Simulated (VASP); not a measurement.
HC128 (a cell with a defect): single point with PBEsol

The system is HC128 (a cell with a defect).

```
C H
1.0
     0.00000    7.10761    7.10761
     7.10761    0.00000    7.10761
     7.10761    7.10761    0.00000
C H
128 1
Direct
  0.99976 0.00029 0.99984
  0.49987 0.00016 0.99970
  0.99963 0.50038 0.99972
  0.99963 0.00017 0.49993
  0.24988 0.25039 0.24995
  0.50016 0.50069 0.99953
  0.50018 0.00001 0.50025
  0.75053 0.24952 0.24908
  0.99945 0.50068 0.50023
  0.24904 0.75101 0.24910
  0.24900 0.24952 0.75059
  0.49911 0.49960 0.49915
  0.74979 0.75031 0.24996
  0.74980 0.25041 0.74986
  0.24988 0.75032 0.74986
  0.74977 0.75030 0.74984
  0.06236 0.06288 0.06243
  0.56234 0.06288 0.06244
  0.06236 0.56286 0.06244
  0.06236 0.06289 0.56241
  0.31246 0.31296 0.31253
  0.56369 0.56428 0.05917
  0.56377 0.05949 0.56383
  0.81241 0.31278 0.31233
  0.05912 0.56426 0.56376
  0.31229 0.81291 0.31234
  0.31229 0.31277 0.81250
  0.56305 0.56363 0.56312
  0.81239 0.81291 0.31239
  0.81238 0.31283 0.81246
  0.31232 0.81291 0.81245
  0.81239 0.81293 0.81248
  0.99960 0.00013 0.25011
  0.24980 0.25032 0.99979
  0.49992 0.00024 0.25000
  0.74980 0.25045 0.99976
  0.99971 0.50043 0.25000
  0.24993 0.75033 0.99975
  0.99977 0.00030 0.74994
  0.24922 0.24976 0.50064
  0.49849 0.49898 0.25396
  0.74979 0.75032 0.99972
  0.50031 0.99988 0.74940
  0.75029 0.24950 0.50063
  0.99933 0.50079 0.74948
  0.24901 0.75079 0.50061
  0.50002 0.50054 0.74967
  0.74979 0.75032 0.49987
  0.06227 0.06278 0.31251
  0.31242 0.31293 0.06241
  0.56240 0.06283 0.31250
  0.81242 0.31294 0.06229
  0.06230 0.56290 0.31248
  0.31242 0.81295 0.06228
  0.06236 0.06289 0.81245
  0.31042 0.31118 0.56453
  0.56421 0.56467 0.31062
  0.81236 0.81290 0.06241
  0.56239 0.06274 0.81247
  0.81246 0.31283 0.56245
  0.06223 0.56291 0.81251
  0.31231 0.81299 0.56246
  0.56217 0.56270 0.81259
  0.81254 0.81304 0.56225
  0.99960 0.25056 0.99969
  0.24981 0.00022 0.24987
  0.49992 0.25044 0.99978
  0.74980 0.00021 0.25001
  0.99975 0.75040 0.99984
  0.99971 0.25045 0.49998
  0.24925 0.50107 0.24931
  0.50028 0.74993 0.99940
  0.24994 0.00021 0.74987
  0.49811 0.25545 0.49818
  0.75030 0.50105 0.24906
  0.74979 0.00018 0.74986
  0.99933 0.74994 0.50034
  0.24899 0.50105 0.75036
  0.50002 0.75015 0.50009
  0.74979 0.50033 0.74986
  0.06227 0.31296 0.06234
  0.31244 0.06285 0.31250
  0.56239 0.31294 0.06237
  0.81241 0.06273 0.31250
  0.06236 0.81291 0.06244
  0.06229 0.31294 0.56246
  0.31058 0.56489 0.31067
  0.56239 0.81294 0.06229
  0.31243 0.06274 0.81248
  0.56423 0.31113 0.56429
  0.81246 0.56292 0.31238
  0.81236 0.06285 0.81244
  0.06222 0.81295 0.56245
  0.31231 0.56291 0.81253
  0.56216 0.81307 0.56222
  0.81252 0.56271 0.81259
  0.25005 0.00013 0.99967
  0.74987 0.00030 0.99984
  0.99972 0.25031 0.24988
  0.24993 0.50043 0.99978
  0.24992 0.00024 0.49998
  0.50058 0.24975 0.24929
  0.74940 0.50080 0.99941
  0.74933 0.99988 0.50036
  0.99969 0.75033 0.24999
  0.99968 0.25045 0.74988
  0.25378 0.49902 0.49859
  0.50055 0.75079 0.24907
  0.50056 0.24950 0.75035
  0.74960 0.50054 0.50008
  0.99965 0.75033 0.74986
  0.49980 0.75032 0.74986
  0.31245 0.06277 0.06234
  0.81237 0.06290 0.06244
  0.06233 0.31293 0.31249
  0.31242 0.56291 0.06237
  0.31243 0.06283 0.56247
  0.56445 0.31117 0.31051
  0.81241 0.56291 0.06231
  0.81241 0.06275 0.56245
  0.06222 0.81295 0.31249
  0.06221 0.31293 0.81252
  0.31054 0.56468 0.56427
  0.56240 0.81299 0.31238
  0.56240 0.31282 0.81254
  0.81252 0.56270 0.56224
  0.06232 0.81290 0.81244
  0.56218 0.81305 0.81260
  0.43671 0.43651 0.43665
```

```yaml
Program: VASP 6.6.1
Task: single point
Functional: PBEsol
Potentials_or_basis: VASP PAW PBE potentials, release 64 (C, H)
Cutoff: 520 eV
k_mesh: 1 × 1 × 1, shifted
Occupations: fermi-dirac, width 0.05 eV
Spin: no spin polarisation
Dipole_correction: no
Charge: -1
Mended: yes
Further_INCAR_settings: LREAL = Auto; ALGO = Normal; EDIFF = 1e-06; NBANDS = 326; ISYM = -1; NELECT = 514.0
```

```yaml
Largest_force: 0.041 eV/Å
```

Forces on the atoms (eV/Å):
```
C   -0.001 -0.003  0.002
C    0.000 -0.002 -0.004
C   -0.001  0.000  0.003
C   -0.001  0.002  0.000
C    0.001  0.000  0.002
C    0.001  0.004 -0.006
C   -0.002  0.003  0.000
C    0.011 -0.001  0.001
C   -0.006  0.005  0.002
C    0.000  0.008  0.000
C    0.006  0.007  0.016
C    0.010  0.001  0.003
C    0.003  0.000  0.001
C    0.001 -0.005 -0.001
C   -0.001 -0.001  0.001
C    0.001  0.001  0.001
C    0.002  0.002  0.002
C    0.002 -0.001  0.001
C   -0.001  0.003 -0.002
C    0.000 -0.002  0.002
C    0.005  0.000  0.004
C    0.002  0.008 -0.014
C    0.021 -0.030  0.018
C    0.005  0.005  0.003
C   -0.012  0.004  0.000
C    0.004  0.003 -0.002
C    0.001 -0.009  0.000
C   -0.005  0.001 -0.007
C    0.000  0.000  0.000
C    0.004  0.000  0.003
C    0.002  0.003  0.000
C   -0.004 -0.002 -0.001
C   -0.001  0.002  0.003
C    0.000  0.002 -0.001
C    0.004 -0.001  0.003
C    0.002 -0.006  0.002
C   -0.001 -0.001  0.001
C   -0.001  0.000  0.002
C    0.001 -0.002 -0.002
C   -0.003  0.001  0.013
C    0.010 -0.005  0.005
C    0.001  0.000  0.000
C   -0.002  0.001 -0.006
C   -0.005 -0.009  0.004
C   -0.003  0.012  0.003
C   -0.010 -0.004  0.001
C    0.000 -0.003  0.002
C    0.001 -0.001 -0.001
C    0.000 -0.001 -0.004
C   -0.001 -0.001  0.002
C   -0.002  0.001 -0.004
C   -0.003  0.000  0.007
C    0.005  0.002  0.000
C   -0.002  0.003  0.004
C    0.000  0.003  0.001
C    0.002 -0.005 -0.008
C    0.000 -0.001 -0.011
C   -0.002 -0.002 -0.002
C    0.002 -0.001  0.003
C    0.005  0.006  0.005
C   -0.002 -0.005 -0.004
C    0.001  0.003 -0.001
C    0.003 -0.001 -0.003
C   -0.001 -0.004  0.002
C   -0.001 -0.006  0.000
C    0.002 -0.003  0.002
C    0.003 -0.001  0.001
C    0.002 -0.002 -0.001
C   -0.001  0.003  0.004
C    0.001  0.000  0.000
C   -0.007  0.012 -0.008
C   -0.005 -0.001 -0.004
C    0.000 -0.003  0.001
C   -0.012  0.027 -0.014
C   -0.005  0.007 -0.011
C   -0.001 -0.005 -0.002
C   -0.002  0.006  0.000
C   -0.006  0.011 -0.006
C   -0.003 -0.001 -0.002
C    0.000 -0.004  0.000
C    0.001 -0.002  0.000
C   -0.002 -0.003 -0.003
C   -0.002 -0.005  0.003
C    0.005  0.001 -0.001
C   -0.003  0.000 -0.003
C    0.004 -0.002  0.001
C    0.001  0.005  0.003
C   -0.002 -0.001  0.002
C   -0.001  0.002  0.004
C    0.000 -0.011 -0.001
C    0.000  0.004  0.001
C    0.000  0.001  0.003
C   -0.002 -0.001 -0.004
C    0.001 -0.001  0.000
C    0.003  0.000 -0.001
C    0.000  0.000 -0.001
C   -0.001 -0.001 -0.003
C    0.000 -0.002  0.000
C   -0.004 -0.003  0.002
C    0.002 -0.002  0.002
C    0.005  0.002  0.003
C    0.015  0.001 -0.002
C    0.001  0.009  0.000
C   -0.007  0.006  0.001
C    0.003  0.002 -0.001
C    0.000 -0.004  0.002
C    0.006  0.000  0.008
C   -0.002 -0.003 -0.014
C    0.005 -0.003 -0.001
C    0.002 -0.004 -0.001
C    0.001  0.001  0.000
C   -0.003 -0.004  0.000
C   -0.001 -0.004  0.003
C    0.001  0.002 -0.001
C    0.005  0.001  0.002
C   -0.002  0.001  0.003
C   -0.003  0.000 -0.002
C   -0.014 -0.003  0.002
C   -0.007 -0.004  0.001
C    0.004  0.000 -0.002
C    0.002  0.002 -0.006
C    0.003 -0.003  0.000
C   -0.021  0.001  0.002
C    0.003  0.003  0.000
C    0.002 -0.001  0.001
C   -0.001 -0.001  0.002
C   -0.001  0.000  0.000
C    0.003  0.001  0.000
H   -0.002  0.001 -0.007
```

Levels at points of the mesh, in eV from the Fermi level:
```csv
k point,band 254,band 255,band 256,band 257,band 258,band 259,band 260,band 261
"(0.25, 0.25, 0.25)",-4.41,-3.89,-3.88,-0.75,0.81,0.81,0.83,0.87
```

Run time: 9.6 min on 1 thread of Intel(R) Xeon(R) Platinum 8375C CPU @ 2.90GHz (Ice Lake), with other jobs on the host, peak memory 1 GiB.

Caveat: the cell carries a net charge on a neutralising background, which shifts energy and pressure; the cell is charged against a uniform background, so pressure and absolute levels hang on convention; the PAW data sets were made with another functional, which shifts forces and pressure a little.
